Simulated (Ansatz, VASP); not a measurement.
# TaAl4 in VASP and in Ansatz

File INCAR:

```
  ALGO = Normal
  EDIFF = 1E-7
  EDIFFG = -0.04
  ENCUT = 500
  GGA = PE
  GGA_COMPAT = False
  IBRION = 2
  ISIF = 3
  ISMEAR = 0
  LASPH = True
  LCHARG = False
  LREAL = False
  LWAVE = False
  NELM = 120
  NELMIN = 4
  NSW = 90
  PREC = Accurate
  SIGMA = 0.1
```

The input KPOINTS:

```
k-points
0
Gamma
  4 4 4
```

Contents of POSCAR:

```
TaAl4
1.0
    4.4937391300      0.0000000000      0.0000000000
    0.0000000000      4.4937391300      0.0000000000
    0.0000000000      0.0000000000      4.4937391300
Ta Al
1 4
Direct
    0.5000000000      0.5000000000      0.5000000000
    0.0000000000      0.5000000000      0.5000000000
    0.5000000000      0.0000000000      0.5000000000
    0.5000000000      0.5000000000      0.0000000000
    0.0000000000      0.0000000000      0.0000000000
```

Input for Ansatz:

```yaml
crystal:
  lattice:
    - [4.49373913, 0.0, 0.0]
    - [0.0, 4.49373913, 0.0]
    - [0.0, 0.0, 4.49373913]
  atoms:
    - { symbol: Ta, position: [0.5, 0.5, 0.5] }
    - { symbol: Al, position: [0.0, 0.5, 0.5] }
    - { symbol: Al, position: [0.5, 0.0, 0.5] }
    - { symbol: Al, position: [0.5, 0.5, 0.0] }
    - { symbol: Al, position: [0.0, 0.0, 0.0] }
basis:
  ecutwfc: 420
kpoints:
  mp_grid: { grid: [4, 4, 4] }
hamiltonian:
  xc: pbe
scf:
  occupations: { method: gaussian, width: 0.1 }
  lower_state_search: "off"
output:
  forces: true
  stress: true
  eigenvalues: true
relax:
  adjacent_minimum: "off"
  f_tol: 0.04
  max_steps: 70
  cell: { stress_tol: 0.4 }
```

Alike in both runs: task relaxation of cell and atoms; functional PBE; k mesh 4 × 4 × 4; occupations gaussian, width 0.1 eV; no spin polarisation.

|  | VASP | Ansatz |
| --- | --- | --- |
| version | VASP 6.6.1 | Ansatz 0.2.0 |
| potentials or method | VASP PAW PBE potentials, release 64 (Ta_sv_GW, Al), cutoff 500 eV | scalar-relativistic, plane waves, PAW |
| valence electrons in the cell | 25 | 25 |

```tsv
	VASP	Ansatz	Ansatz less VASP
gap on the k mesh at the Fermi level, each at its own relaxed structure (eV)	none	none	-
relaxed volume (Å³/atom)	26.10	25.83	-0.271
relaxed cell length with the largest relative difference (Å)	5.072	5.055	-0.0176
```

A gap of «none» marks a metal or a gap that the smearing closes.

Neither program's run includes spin-orbit coupling. Noted on VASP's run: the volume moved by over 15 % at a fixed basis, so the end points are rough.
